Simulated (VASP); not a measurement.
AgCl:

```
CELL_PARAMETERS angstrom
0.00000 2.73500 2.73500
2.73500 0.00000 2.73500
2.73500 2.73500 0.00000
ATOMIC_POSITIONS crystal
Ag 0.00000 0.00000 0.00000
Cl 0.50000 0.50000 0.50000
```

Base run:

```yaml
Program: VASP 6.6.1
Functional: HSE06
Potentials_or_basis: VASP PAW PBE potentials, release 64 (Ag, Cl)
Cutoff: 520 eV
k_mesh: 6 × 6 × 6
Occupations: gaussian, width 0.02 eV
Spin: no spin polarisation
```

Its results: band gap on the k mesh 2.40 eV (least direct gap 4.83 eV); pressure 3.5 GPa.

Task: The run is repeated on the same cell with these changes: functional from HSE06 to PBE0. What comes out?

Result: Band gap on the k mesh 3.08 eV (least direct gap 5.51 eV); pressure 3.4 GPa.

Caveats: the cell stands under pressure; the PAW data sets were made with another functional, which shifts forces and pressure a little.
